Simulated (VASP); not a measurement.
Set up this calculation in VASP 6.6.1, as the native input.

```yaml
Task: single point
Functional: PBEsol
Potentials_or_basis: VASP PAW PBE potentials, release 64 (Si, Ge_d)
Cutoff: 520 eV
k_mesh: 6 × 6 × 6
Occupations: gaussian, width 0.03 eV
Spin: no spin polarisation
Dipole_correction: no
Further_INCAR_settings: ALGO = Normal; EDIFF = 1e-07; NBANDS = 31
```

The structure of Si7Ge lies in POSCAR:

```
Si7Ge
1.0
    5.4591768100      0.0000000000      0.0000000000
    0.0000000000      5.4591768100      0.0000000000
    0.0000000000      0.0000000000      5.3226973898
Si Ge
7 1
Direct
    0.2525976818      0.2525976818      0.2525976818
    0.0000000000      0.5000000000      0.5000000000
    0.5000000000      0.5000000000      0.0000000000
    0.5000000000      0.0000000000      0.5000000000
    0.7474023182      0.2525976818      0.7474023182
    0.7474023182      0.7474023182      0.2525976818
    0.2525976818      0.7474023182      0.7474023182
    0.0000000000      0.0000000000      0.0000000000
```

This cell differs from its parent crystal: strain +0.000 along x and y, -0.025 along z.

One way to write it, as run:

INCAR

```
SYSTEM = Si7Ge
  PREC = Accurate
  ENCUT = 520
  EDIFF = 1E-7
  ISMEAR = 0
  SIGMA = 0.03
  LREAL = .False.
  LASPH = .True.
  NELM = 80
  ALGO = Normal
  ISIF = 2
  LWAVE = .False.
  LCHARG = .False.
  GGA = PS
  NBANDS = 31
```

KPOINTS

```
Automatic mesh
0
Gamma
  6 6 6
  0 0 0
```

Potentials or basis: VASP PAW PBE potentials, release 64 (Si, Ge_d).

Launch:

```bash
$ cat potpaw_PBE.64/Si/POTCAR potpaw_PBE.64/Ge_d/POTCAR > POTCAR
$ mpirun -np 1 vasp_std > vasp.out
```

It gave:

The pressure is 2.5 GPa. The largest force is 0.015 eV/Å. The band gap on the k mesh is 0.09 eV.

Caveat: the cell differs from its parent crystal (strain +0.000 along x and y, -0.025 along z); the PAW data sets were made with another functional, which shifts forces and pressure a little.

Run time: 3 min on 1 thread of AMD EPYC 9R14 (Zen 4), with other jobs on the host, peak memory 0.31 GiB.
